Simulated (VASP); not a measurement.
Write the native input for VASP 6.6.1 that does the following.

```yaml
Task: single point
Functional: HSE06
Potentials_or_basis: VASP PAW PBE potentials, release 64 (K_sv, I)
Cutoff: 520 eV
k_mesh: 4 × 4 × 4
Occupations: gaussian, width 0.01 eV
Spin: no spin polarisation
Dipole_correction: no
Grid_for_exact_exchange_PRECFOCK: Normal
Further_INCAR_settings: ALGO = Normal; EDIFF = 1e-06; NBANDS = 15
Share_of_exact_exchange: 0.25
Screening_parameter: 0.2079 1/Å
```

The system is KI.

```
CELL_PARAMETERS angstrom
0.00000 3.34607 3.54457
3.34607 0.00000 3.54457
3.34607 3.34607 0.00000
ATOMIC_POSITIONS crystal
K 0.00000 0.00000 0.00000
I 0.50000 0.50000 0.50000
```

This cell differs from its parent crystal: biaxial xy strain -5.6%.

One way to write it, as run:

POSCAR

```
KI
1.0
    0.0000000000      3.3460704328      3.5445661365
    3.3460704328      0.0000000000      3.5445661365
    3.3460704328      3.3460704328      0.0000000000
K I
1 1
Direct
    0.0000000000      0.0000000000      0.0000000000
    0.5000000000      0.5000000000      0.5000000000
```

INCAR.step1

```
SYSTEM = KI
  ALGO = Normal
  EDIFF = 1E-5
  ENCUT = 520
  GGA = PE
  ISIF = 2
  ISMEAR = 0
  LASPH = .TRUE.
  LREAL = .FALSE.
  LWAVE = .TRUE.
  NBANDS = 15
  NELM = 60
  PREC = Accurate
  SIGMA = 0.01
```

INCAR.step2

```
SYSTEM = KI
  ALGO = Normal
  EDIFF = 1E-6
  ENCUT = 520
  GGA = PE
  HFSCREEN = 0.2079
  ISIF = 2
  ISMEAR = 0
  ISTART = 1
  LASPH = .TRUE.
  LCHARG = .TRUE.
  LELF = .TRUE.
  LHFCALC = .TRUE.
  LREAL = .FALSE.
  LVHAR = .TRUE.
  LWAVE = .FALSE.
  NBANDS = 15
  NELM = 60
  PREC = Accurate
  PRECFOCK = Normal
  SIGMA = 0.01
```

KPOINTS

```
k-points
0
G
  4 4 4
  0 0 0
```

Potentials or basis: VASP PAW PBE potentials, release 64 (K_sv, I).

Launch:

```sh
$ cat potpaw_PBE.64/K_sv/POTCAR potpaw_PBE.64/I/POTCAR > POTCAR
$ cp INCAR.step1 INCAR
$ mpirun -np 1 vasp_std > vasp.out
$ cp INCAR.step2 INCAR
$ mpirun -np 1 vasp_std > vasp.out
```

Results of the run:

- Pressure: 2.4 GPa
- Band gap on the k mesh: 5.21 eV

Caveat: the cell differs from its parent crystal (biaxial xy strain -5.6%); the PAW data sets were made with another functional, which shifts forces and pressure a little; spin-orbit coupling is left out, which moves the levels of the heavy elements.

It took 11 min on 1 thread of Intel(R) Xeon(R) Platinum 8488C (Sapphire Rapids) (shared host), peak memory 0.33 GiB.
